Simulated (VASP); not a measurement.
LiAuS2:

```
CELL_PARAMETERS angstrom
-3.69908 3.69908 2.87747
3.69908 -3.69908 2.87747
3.69908 3.69908 -2.87747
ATOMIC_POSITIONS crystal
Li 0.75000 0.75000 0.00000
Li 0.25000 0.25000 0.00000
S 0.16670 0.66670 0.83340
S 0.66670 0.83330 0.50000
S 0.83330 0.33330 0.16660
S 0.33330 0.16670 0.50000
Au 0.25000 0.75000 0.50000
Au 0.75000 0.25000 0.50000
```

| Quantity | Value |
| --- | --- |
| Program | VASP 6.6.1 |
| Task | relaxation of cell and atoms |
| Functional | PBE |
| Potentials or basis | VASP PAW PBE potentials, release 64 (Li_sv, S, Au) |
| Cutoff | 600 eV |
| k mesh | 4 × 4 × 4 |
| Occupations | gaussian, width 0.1 eV |
| Spin | no spin polarisation |

At the start: pressure 12.9 GPa; volume 19.69 Å³/atom.

**Question.** Where does the relaxation end?

**Answer.** Over 22 steps the energy falls by 298.6 meV/atom and the volume is 18.38 Å³/atom (-6.7 %); space group I4/mcm (No. 140, to 0.1 Å) before and after.

The path:
| step | energy change (eV) | largest force (eV/Å) | pressure (GPa) | volume (Å³) |
| --- | --- | --- | --- | --- |
| 1 | 0.0000 | 3.3663 | 12.88 | 157.49 |
| 2 | -0.6958 | 0.9782 | -7.60 | 196.03 |
| 3 | -1.3659 | 0.2427 | -2.02 | 177.37 |
| 4 | -1.3662 | 0.2833 | -1.83 | 176.96 |
| 5 | -1.5492 | 0.2726 | -1.54 | 172.33 |
| 6 | -2.0058 | 0.2601 | -0.16 | 158.23 |
| 7 | -2.0524 | 0.5839 | 8.48 | 129.50 |
| 8 | -2.2498 | 0.3917 | 3.04 | 143.71 |
| 9 | -2.2593 | 0.4373 | 4.33 | 139.46 |
| 10 | -2.3581 | 0.1299 | 2.05 | 140.44 |
| 11 | -2.3676 | 0.0069 | 0.96 | 140.94 |
| 12 | -2.3680 | 0.0224 | 1.10 | 140.87 |
| 13 | -2.3752 | 0.0028 | 0.74 | 141.91 |
| 14 | -2.3810 | 0.0483 | 0.11 | 143.87 |
| 15 | -2.3811 | 0.0525 | 0.06 | 144.06 |
| 16 | -2.3816 | 0.0533 | 0.03 | 144.19 |
| 17 | -2.3830 | 0.0558 | -0.03 | 144.57 |
| 18 | -2.3852 | 0.0613 | -0.15 | 145.35 |
| 19 | -2.3869 | 0.0704 | -0.39 | 146.91 |
| 20 | -2.3873 | 0.0644 | -0.35 | 146.92 |
| 21 | -2.3883 | 0.0450 | -0.21 | 146.95 |
| 22 | -2.3891 | 0.0040 | 0.07 | 147.00 |

Final structure:
```xyz
8
Lattice="-3.2068 3.2068 3.5736 3.2068 -3.2068 3.5736 3.2068 3.2068 -3.5736" Properties=species:S:1:pos:R:3 pbc="T T T"
Li    0.0000    0.0000    5.3604
Li    0.0000    0.0000    1.7868
S     4.3898    1.1829    0.0000
S     2.0239    1.1829    3.5736
S    -1.1829    2.0239    3.5736
S     1.1829    2.0239    0.0000
Au    3.2068    0.0000    1.7868
Au    0.0000    3.2068    1.7868
```

Caveat: the cutoff is under 1.25 times the usual one of these potentials, so pressure, stress and relaxed cells hold a basis-set (Pulay) error.
